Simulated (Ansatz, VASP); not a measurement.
This is a calculation of Sn for VASP 6.6.1.

The input INCAR:

```
  PREC = Accurate
  ENCUT = 600
  EDIFF = 1E-7
  ISMEAR = -1
  SIGMA = 0.05
  LREAL = False
  LASPH = True
  NELM = 60
  ALGO = Normal
  ISIF = 3
  LWAVE = False
  LCHARG = False
  GGA = PS
  IVDW = 12
  IBRION = 2
  NSW = 60
  EDIFFG = -0.01
```

The input KPOINTS:

```
regular mesh
0
Gamma
  10 10 10
```

POSCAR

```
Sn
1.0
   -2.0291894110      2.0291894110      1.6607599896
    2.0291894110     -2.0291894110      1.6607599896
    2.0291894110      2.0291894110     -1.6607599896
Sn
1
Direct
    0.0000000000      0.0000000000      0.0000000000
```

Potentials or basis: VASP PAW PBE potentials, release 64 (Sn_d).

Run with:

```bash
$ cat potpaw_PBE.64/Sn_d/POTCAR > POTCAR
$ mpirun -np 1 vasp_std > vasp.out
```

Translate it to Ansatz 0.2.0. Potentials there: Ansatz PAW.

As run (the cutoff follows the program's own potentials):

File input.yaml:

```yaml
crystal:
  lattice:
    - [-2.029189411, 2.029189411, 1.6607599896]
    - [2.029189411, -2.029189411, 1.6607599896]
    - [2.029189411, 2.029189411, -1.6607599896]
  atoms:
    - { symbol: Sn, position: [0.0, 0.0, 0.0] }
hamiltonian:
  xc: pbesol
  pseudopotentials: { kind: paw }
  dispersion: d3bj
kpoints:
  mp_grid: { grid: [10, 10, 10] }
scf:
  occupations: { method: fermi_dirac, width: 0.05 }
output:
  forces: true
  stress: true
  eigenvalues: true
relax:
  f_tol: 0.01
  max_steps: 40
  cell: { stress_tol: 0.05 }
```

Potentials or basis: Ansatz PAW.

The run is started by

```bash
$ ansatz run input.yaml --threads 2 --pin off --max-ram 5632MiB --backend cpu --events-out ev --progress --plain --runs-dir out
```

Both were run:

|  | VASP | Ansatz | Ansatz less VASP |
| --- | --- | --- | --- |
| gap on the k mesh at the Fermi level, each at its own relaxed structure (eV) | none | none | - |
| relaxed volume (Å³/atom) | 25.06 | 25.07 | +0.006 |
| relaxed cell length with the largest relative difference (Å) | 3.214 | 3.214 | +0.0006 |

VASP's potentials were made for PBE, not for PBEsol. A gap of «none» marks a metal or a gap that the smearing closes.

Noted on Ansatz's run: the plane-wave basis is chosen anew once the cell has moved, so the energies of steps on either side of that aren't comparable.
